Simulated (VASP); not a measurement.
Wanted: the native input for a VASP 6.6.1 run.

```yaml
Task: single point
Functional: PBE
Potentials_or_basis: VASP PAW PBE potentials, release 64 (Al, N)
Cutoff: 520 eV
k_mesh: 6 × 6 × 6
Occupations: gaussian, width 0.1 eV
Spin: no spin polarisation
Dipole_correction: no
Further_INCAR_settings: ALGO = Normal; EDIFF = 1e-06; NBANDS = 24
```

The structure of Al3N4 lies in POSCAR:

```
Al3N4
1.0
    1.5118084812      0.8728430336      8.2273527075
   -1.5118084812      0.8728430336      8.2273527075
    0.0000000000     -1.7456860672      8.2273527075
Al N
3 4
Direct
    0.0000000000      0.0000000000      0.0000000000
    0.5674794694      0.5674794694      0.5674794694
    0.4325205306      0.4325205306      0.4325205306
    0.8723498840      0.8723498840      0.8723498840
    0.1276501160      0.1276501160      0.1276501160
    0.7106963705      0.7106963705      0.7106963705
    0.2893036295      0.2893036295      0.2893036295
```

The input as run:

INCAR

```
SYSTEM = Al3N4
PREC = Accurate
ENCUT = 520
EDIFF = 1E-6
ISMEAR = 0
SIGMA = 0.1
LREAL = .False.
LASPH = .True.
NELM = 80
ALGO = Normal
ISIF = 2
LWAVE = .False.
LCHARG = .False.
GGA = PE
NBANDS = 24
```

KPOINTS

```
Automatic mesh
0
Gamma
  6 6 6
  0 0 0
```

Potentials or basis: VASP PAW PBE potentials, release 64 (Al, N).

Command:

```bash
$ cat potpaw_PBE.64/Al/POTCAR potpaw_PBE.64/N/POTCAR > POTCAR
$ mpirun -np 1 vasp_std > vasp.out
```

Results of the run:

```
Pressure               : -0.2 GPa
Largest force          : 0.013 eV/Å
Band gap on the k mesh : zero (an odd number of electrons rules out a gap without spin polarisation)
```

Caveat: the k points lie up to 0.40 Å⁻¹ apart, too coarse for converged energies and pressures of a metal; an odd number of electrons without spin polarisation forces a metal; a magnetic or distorted state may lie lower.

It took 4.8 min on 1 thread of Intel(R) Xeon(R) Platinum 8488C (Sapphire Rapids) (shared host), peak memory 0.51 GiB.
